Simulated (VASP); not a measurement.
# Si2Mo (I4/mmm) in VASP: single point with PBEsol

Aim: the single point of Si2Mo with PBEsol.

Everything below comes from runs of VASP 6.6.1. Logs are shortened: lines on timing, memory, paths and dates and some standing lists are left out, and cuts for length are marked.

**1. The cell of the first run**

Symmetry: I4/mmm, No. 139, tetragonal system. The conventional cell has a = 3.190 Å, b = 3.190 Å, c = 7.821 Å, α = 90.00°, β = 90.00°, γ = 90.00°. Si (site symmetry 4mm) has 9 Si at 2.58 to 3.19 Å and 5 Mo at 2.60 to 2.62 Å within 3.4 Å. Mo (site symmetry 4/mmm) has 10 Si at 2.60 to 2.62 Å and 4 Mo at 3.19 Å within 3.4 Å.

**2. Single point, PBEsol**

Contents of INCAR:

```
ALGO = Normal
EDIFF = 1E-6
ENCUT = 520
GGA = PS
ISIF = 2
ISMEAR = 0
LASPH = True
LCHARG = True
LELF = True
LREAL = False
LVHAR = True
LWAVE = False
NBANDS = 18
NELM = 60
PREC = Accurate
SIGMA = 0.1
```

Contents of KPOINTS:

```
k-points
0
Gamma
  18 18 18
```

Contents of POSCAR:

```
Si2Mo
1.0
   -1.5951907422      1.5951907422      3.9106688840
    1.5951907422     -1.5951907422      3.9106688840
    1.5951907422      1.5951907422     -3.9106688840
Si Mo
2 1
Direct
    0.6649355265      0.6649355265      0.0000000000
    0.3350644735      0.3350644735      0.0000000000
    0.0000000000      0.0000000000      0.0000000000
```

Potentials or basis: VASP PAW PBE potentials, release 64 (Si, Mo_sv).

Command:

```bash
> cat potpaw_PBE.64/Si/POTCAR potpaw_PBE.64/Mo_sv/POTCAR > POTCAR
> mpirun -np 1 vasp_std > vasp.out
```

OUTCAR:

```text
EDIFF = 1E-6
   ENCUT = 520
   GGA = PS
   ISIF = 2
   ISMEAR = 0
   LASPH = True
   LREAL = False
   NELM = 60
   PREC = Accurate

 ion  position               nearest neighbor table
   1  0.665  0.665  0.000-   2 2.58   3 2.60   3 2.60   3 2.60   3 2.60   2 2.62   2 2.62   2 2.62
                             2 2.62   3 2.62
   2  0.335  0.335  0.000-   1 2.58   3 2.60   3 2.60   3 2.60   3 2.60   1 2.62   1 2.62   1 2.62
                             1 2.62   3 2.62
   3  0.000  0.000  0.000-   1 2.60   2 2.60   1 2.60   2 2.60   1 2.60   2 2.60   2 2.60   1 2.60
                             1 2.62   2 2.62

  LATTYP: Found a body centered tetragonal cell.
 ALAT       =     3.1903814844
 C/A-ratio  =     2.4515368479

  Lattice vectors:

 A1 = (  -1.5951907422,   1.5951907422,   3.9106688840)
 A2 = (   1.5951907422,  -1.5951907422,   3.9106688840)
 A3 = (   1.5951907422,   1.5951907422,  -3.9106688840)

Analysis of symmetry for initial positions (statically):
=====================================================================
 Subroutine PRICEL returns:
 Original cell was already a primitive cell.

 Routine SETGRP: Setting up the symmetry group for a
 body centered tetragonal supercell.

 Subroutine GETGRP returns: Found 16 space group operations
 (whereof 16 operations were pure point group operations)
 out of a pool of 16 trial point group operations.

The static configuration has the point symmetry D_4h.

Analysis of symmetry for dynamics (positions and initial velocities):
=====================================================================
 Subroutine PRICEL returns:
 Original cell was already a primitive cell.

 Routine SETGRP: Setting up the symmetry group for a
 body centered tetragonal supercell.

 Subroutine GETGRP returns: Found 16 space group operations
 (whereof 16 operations were pure point group operations)
 out of a pool of 16 trial point group operations.

The dynamic configuration has the point symmetry D_4h.

 Subroutine INISYM returns: Found 16 space group operations
 (whereof 16 operations are pure point group operations),
 and found     1 'primitive' translations

----------------------------------------------------------------------------------------

                                     Primitive cell

  volume of cell :      39.8049

  direct lattice vectors                    reciprocal lattice vectors
    -1.595190742  1.595190742  3.910668884     0.000000000  0.313442140  0.127855366
     1.595190742 -1.595190742  3.910668884     0.313442140  0.000000000  0.127855366
     1.595190742  1.595190742 -3.910668884     0.313442140  0.313442140  0.000000000

  length of vectors
     4.514709086  4.514709086  4.514709086     0.338515834  0.338515834  0.443274125

  position of ions in fractional coordinates (direct lattice)
     0.664935527  0.664935527  0.000000000
     0.335064473  0.335064473  0.000000000
     0.000000000  0.000000000  0.000000000

  ion indices of the primitive-cell ions
   primitive index   ion index
                 1           1
                 2           2
                 3           3

----------------------------------------------------------------------------------------

 KPOINTS: k-points

Automatic generation of k-mesh.
 Grid dimensions read from file:
 generate k-points for:   18   18   18

 Generating k-lattice:

  Cartesian coordinates                     Fractional coordinates (reciprocal lattice)
     0.000000000  0.017413452  0.007103076     0.055555556 -0.000000000  0.000000000
     0.017413452  0.000000000  0.007103076    -0.000000000  0.055555556  0.000000000
     0.017413452  0.017413452  0.000000000     0.000000000  0.000000000  0.055555556

  Length of vectors
     0.018806435  0.018806435  0.024626340

  Shift w.r.t. Gamma in fractional coordinates (k-lattice)
     0.000000000  0.000000000  0.000000000

 Subroutine IBZKPT returns following result:
 ===========================================

 Found    480 irreducible k-points:

 Following reciprocal coordinates:
            Coordinates               Weight
  0.000000  0.000000  0.000000      1.000000
  0.055556  0.000000  0.000000      8.000000
  0.111111  0.000000  0.000000      8.000000
  0.166667 -0.000000  0.000000      8.000000
  0.222222  0.000000 -0.000000      8.000000
  0.277778  0.000000  0.000000      8.000000
[... 16 lines left out ...]
 -0.277778  0.055556  0.000000     16.000000
 -0.222222  0.055556  0.000000     16.000000
 [... further k-points ...]
   k-points           NKPTS =    480   k-points in BZ     NKDIM =    480   number of bands    NBANDS=     18
   number of dos      NEDOS =    301   number of ions     NIONS =      3
   total plane-waves  NPLWV =  46656
   dimension x,y,z NGX =    36 NGY =   36 NGZ =   36
   dimension x,y,z NGXF=    72 NGYF=   72 NGZF=   72
   ions per type =               2   1
   NGX,Y,Z   is equivalent  to a cutoff of  13.26, 13.26, 13.26 a.u.
   NGXF,Y,Z  is equivalent  to a cutoff of  26.51, 26.51, 26.51 a.u.
 SYSTEM =  unknown system
   PREC   = accura    normal or accurate (medium, high low for compatibility)
   ISTART =      0    job   : 0-new  1-cont  2-samecut
   ICHARG =      2    charge: 1-file 2-atom 10-const
   ISPIN  =      1    spin polarized calculation?
   LNONCOLLINEAR =      F non collinear calculations
   LSORBIT =      F    spin-orbit coupling
   LASPH  =      T    aspherical Exc in radial PAW
   ENCUT  =  520.0 eV  38.22 Ry    6.18 a.u.   8.39  8.39  8.39*2*pi/ulx,y,z
   NELM   =     60;   NELMIN=  2; NELMDL= -5     # of ELM steps
   EDIFF  = 0.1E-05   stopping-criterion for ELM
   LREAL  =      F    real-space projection
   EDIFFG = 0.1E-04   stopping-criterion for IOM
   NSW    =      0    number of steps for IOM
   IBRION =     -1    ionic relax: 0-MD 1-quasi-New 2-CG
   NFREE  =      0    steps in history (QN), initial steepest desc. (CG)
   ISIF   =      2    stress and relaxation
   ISYM   =      2    0-nonsym 1-usesym 2-fastsym
   POTIM  = 0.5000    time-step for ionic-motion
   TEBEG  =    0.0;   TEEND  =   0.0 temperature during run
   PSTRESS=    0.0 pullay stress
   NELECT =      22.0000    total number of electrons
   NUPDOWN=      -1.0000    fix difference up-down
   EMIN   =  10.00;   EMAX   =-10.00  energy-range for DOS
   EFERMI =   0.00;   METHOD = LEGACY
   ISMEAR =     0;   SIGMA  =   0.10  broadening in eV -4-tet -1-fermi 0-gaus
   EFERMI_NEDOS =   21; number of points for ismear=-14 and -15
   IALGO  =     38    algorithm
   IMIX   =      4    mixing-type and parameters
     AMIX     =   0.40;   BMIX     =  1.00
     AMIX_MAG =   1.60;   BMIX_MAG =  1.00
  volume/ion in A,a.u.               =      13.27        89.54
  Fermi-wavevector in a.u.,A,eV,Ry     =   1.343498  2.538843 24.558331  1.804986
  Thomas-Fermi vector in A             =   2.471567
   LORBIT       =      0    0 simple, 1 ext, 2 COOP (PROOUT), +10 PAW based schemes
   GGA     = PS    functional components
   LHFCALC =     F    Hartree Fock is set to
   AEXX    =    0.0000 exact exchange contribution
   IVDW    =     0    specifies the selected vdW correction
   LEPSILON=     F    determine dielectric tensor
   LRPA    =     F    only Hartree local field effects (RPA)
 non-spin polarized calculation
 Gauss-broadening in eV      SIGMA  =   0.10
  energy-cutoff  :      520.00
  volume of cell :       39.80
 maximum number of plane-waves:      1104
 NGX is ok and might be reduce to    36
   NGX = 17   NGY = 17   NGZ = 17

 number of electron      22.0000000 magnetization

 Free energy of the ion-electron system (eV)
  ---------------------------------------------------
  ext. energy  EPLUGINS =         0.00000000
  ---------------------------------------------------
  free energy    TOTEN  =       -25.08000363 eV

  energy without entropy =      -25.07881994  energy(sigma->0) =      -25.07941178

 E-fermi :  12.3356     XC(G=0): -12.5617

 val. band max:       12.3352300347   @ k =  -0.3333  -0.3333   0.2778
 cond. band min:      12.3398053073   @ k =  -0.0556   0.0556   0.0000
 fundamental gap:      0.0045752726
 Fermi energy:        12.3355839641

 k-point     1 :       0.0000    0.0000    0.0000
  band No.  band energies     occupation
      1     -48.2721      2.00000
      2     -22.4624      2.00000
      3     -22.3787      2.00000
      4     -22.3787      2.00000
      5      -1.1634      2.00000
      6       5.8663      2.00000
[... 10 lines left out ...]
     17      17.5357      0.00000
     18      17.5357      0.00000

 k-point     2 :       0.0556    0.0000    0.0000
  band No.  band energies     occupation
      1     -48.2715      2.00000
      2     -22.4617      2.00000
      3     -22.3870      2.00000
      4     -22.3779      2.00000
      5      -1.1065      2.00000
      6       5.8724      2.00000
[... 10 lines left out ...]
     17      17.5702      0.00000
     18      17.9027      0.00000

 k-point     3 :       0.1111    0.0000    0.0000
  band No.  band energies     occupation
      1     -48.2698      2.00000
      2     -22.4600      2.00000
      3     -22.4109      2.00000
      4     -22.3757      2.00000
      5      -0.9368      2.00000
      6       5.8798      2.00000
[... 10 lines left out ...]
     17      17.7524      0.00000
     18      18.7056      0.00000

 k-point     4 :       0.1667   -0.0000    0.0000
  band No.  band energies     occupation
      1     -48.2672      2.00000
      2     -22.4575      2.00000
      3     -22.4470      2.00000
      4     -22.3723      2.00000
      5      -0.6586      2.00000
      6       5.8487      2.00000
[... 10 lines left out ...]
     17      18.2541      0.00000
     18      19.7132      0.00000

 k-point     5 :       0.2222    0.0000   -0.0000
  band No.  band energies     occupation
      1     -48.2640      2.00000
      2     -22.4918      2.00000
      3     -22.4537      2.00000
      4     -22.3681      2.00000
      5      -0.2784      2.00000
      6       5.6948      2.00000
[... 10 lines left out ...]
     17      18.9650      0.00000
     18      20.8269      0.00000

 k-point     6 :       0.2778    0.0000    0.0000
  band No.  band energies     occupation
      1     -48.2606      2.00000
      2     -22.5386      2.00000
      3     -22.4501      2.00000
      4     -22.3637      2.00000
      5       0.1950      2.00000
      6       5.3360      2.00000
[... 10 lines left out ...]
     17      19.4937      0.00000
     18      21.3672      0.00000

 k-point     7 :       0.3333    0.0000   -0.0000
  band No.  band energies     occupation
      1     -48.2574      2.00000
      2     -22.5822      2.00000
      3     -22.4467      2.00000
      4     -22.3595      2.00000
      5       0.7504      2.00000
      6       4.8001      2.00000
[... 10 lines left out ...]
     17      19.4155      0.00000
     18      21.5952      0.00000

 k-point     8 :       0.3889    0.0000   -0.0000
  band No.  band energies     occupation
      1     -48.2547      2.00000
      2     -22.6175      2.00000
      3     -22.4439      2.00000
      4     -22.3561      2.00000
      5       1.3741      2.00000
      6       4.1623      2.00000
[... 10 lines left out ...]
     17      19.0939      0.00000
     18      20.6638      0.00000
[... 229 lines left out ...]
     17      19.3195      0.00000
     18      19.8819      0.00000

 k-point    20 :      -0.4444    0.0556    0.0000
  band No.  band energies     occupation
      1     -48.2525      2.00000
      2     -22.6392      2.00000
      3     -22.4408      2.00000
      4     -22.3616      2.00000
      5       2.0037      2.00000
      6       3.5757      2.00000
[... 10 lines left out ...]
     17      19.3614      0.00000
     18      20.3887      0.00000

 k-point    21 :      -0.3889    0.0556    0.0000
  band No.  band energies     occupation
      1     -48.2542      2.00000
      2     -22.6163      2.00000
      3     -22.4424      2.00000
      4     -22.3639      2.00000
      5       1.3327      2.00000
      6       4.2722      2.00000
[... 10 lines left out ...]
     17      19.4512      0.00000
     18      21.2548      0.00000

 k-point    22 :      -0.3333    0.0556    0.0000
  band No.  band energies     occupation
      1     -48.2568      2.00000
      2     -22.5810      2.00000
      3     -22.4450      2.00000
      4     -22.3674      2.00000
      5       0.7168      2.00000
      6       4.9386      2.00000
[... 10 lines left out ...]
     17      19.5283      0.00000
     18      20.8727      0.00000

 k-point    23 :      -0.2778    0.0556    0.0000
  band No.  band energies     occupation
      1     -48.2600      2.00000
      2     -22.5374      2.00000
      3     -22.4483      2.00000
      4     -22.3716      2.00000
      5       0.1725      2.00000
      6       5.5357      2.00000
[... 10 lines left out ...]
     17      19.3066      0.00000
     18      20.6633      0.00000

 k-point    24 :      -0.2222    0.0556    0.0000
  band No.  band energies     occupation
      1     -48.2635      2.00000
      2     -22.4907      2.00000
      3     -22.4519      2.00000
      4     -22.3761      2.00000
      5      -0.2873      2.00000
      6       5.9522      2.00000
[... 10 lines left out ...]
     17      18.6525      0.00000
     18      20.8181      0.00000

 [... further k-points ...]

------------------------ aborting loop because EDIFF is reached ----------------------------------------

  FORCE on cell =-STRESS in cart. coord.  units (eV):
  Direction    XX          YY          ZZ          XY          YZ          ZX
  --------------------------------------------------------------------------------------
  -------------------------------------------------------------------------------------
  Total        0.0861836      0.0861836      0.0837306      0.0000000     -0.0000000     -0.0000000
  in kB        3.4689552      3.4689552      3.3702224      0.0000000     -0.0000000     -0.0000000
  external PRESSURE =       3.4360442 kB  Pullay stress =       0.0000000 kB

 VOLUME and BASIS-vectors are now :
 -----------------------------------------------------------------------------
  energy-cutoff  :      520.00
  volume of cell :       39.80
      direct lattice vectors                 reciprocal lattice vectors
    -1.595190742  1.595190742  3.910668884     0.000000000  0.313442140  0.127855366
     1.595190742 -1.595190742  3.910668884     0.313442140  0.000000000  0.127855366
     1.595190742  1.595190742 -3.910668884     0.313442140  0.313442140  0.000000000

 POSITION                                       TOTAL-FORCE (eV/Angst)
 -----------------------------------------------------------------------------------
      0.00000      0.00000      5.20069         0.000000      0.000000      0.004374
      0.00000      0.00000      2.62065        -0.000000     -0.000000     -0.004374
      0.00000      0.00000      0.00000        -0.000000     -0.000000     -0.000000
 -----------------------------------------------------------------------------------
    total drift:                               -0.000000      0.000000     -0.000000

  FREE ENERGIE OF THE ION-ELECTRON SYSTEM (eV)
  ---------------------------------------------------
  free  energy   TOTEN  =       -25.0800036285 eV

  energy  without entropy=      -25.0788199374  energy(sigma->0) =      -25.07941178
```

It took 5.9 min on 1 thread of Intel Xeon Platinum 8259CL at 2.50GHz (Skylake/Cascade Lake), shared host; peak memory 0.45 GiB.

Results:

| Property | Result |
| --- | --- |
| Free energy | -25.0800 eV |
| Pressure | 0.3 GPa |
| Largest force | 0.004 eV/Å |
| Band gap on the k mesh | zero (bands 11 and 12 overlap by 0.94 eV) |

Forces in eV/Å, atoms in the order of the input:
```
Si   0.000  0.000  0.004
Si   0.000  0.000 -0.004
Mo   0.000  0.000  0.000
```

Levels at points of the mesh, in eV from the Fermi level:
```csv
k point,band 7,band 8,band 9,band 10,band 11,band 12,band 13,band 14,band 15,band 16
"(0.00, 0.00, 0.00)",-3.39,-3.14,-2.64,-2.64,0.38,3.13,3.23,3.56,3.56,4.14
"(0.50, 0.00, 0.00)",-5.02,-4.52,-2.62,-2.61,-0.52,2.29,3.13,4.15,4.22,5.51
"(0.50, 0.50, 0.00)",-5.69,-5.17,-4.48,-3.11,-1.22,2.34,2.77,3.19,3.37,4.76
"(0.50, 0.50, 0.50)",-3.62,-2.24,-0.59,-0.59,-0.46,-0.46,0.52,4.77,5.25,6.02
```

Caveat: the PAW data sets were made with another functional, which shifts forces and pressure a little.
